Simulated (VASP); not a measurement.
A run of VASP 6.6.1 is set up as follows.

File INCAR:

```
SYSTEM = Al2Au
  ALGO = Normal
  EDIFF = 1E-6
  ENCUT = 500
  GGA = CA
  GGA_COMPAT = .FALSE.
  ISIF = 2
  ISMEAR = -1
  LASPH = .TRUE.
  LCHARG = .FALSE.
  LREAL = .FALSE.
  LWAVE = .FALSE.
  NBANDS = 16
  NELM = 120
  PREC = Accurate
  SIGMA = 0.0272
```

File KPOINTS:

```
k-points
0
G
  8 8 8
  0 0 0
```

POSCAR

```
Al2Au
1.0
    0.0000000000      3.0000000000      3.0000000000
    3.0000000000      0.0000000000      3.0000000000
    3.0000000000      3.0000000000      0.0000000000
Al Au
2 1
Direct
    0.2500000000      0.2500000000      0.2500000000
    0.7500000000      0.7500000000      0.7500000000
    0.0000000000      0.0000000000      0.0000000000
```

Potentials or basis: VASP PAW LDA potentials, release 64 (Al, Au).

Run with:

```sh
$ cat potpaw_LDA.64/Al/POTCAR potpaw_LDA.64/Au/POTCAR > POTCAR
$ mpirun -np 1 vasp_std > vasp.out
```

Problem. Estimate the band gap on the k mesh.

Solution. Zero (an odd number of electrons rules out a gap without spin polarisation).

Problem. What does it give for the pressure?

Solution. -2.5 GPa.

Caveat: spin-orbit coupling is left out, which moves the levels of the heavy elements.
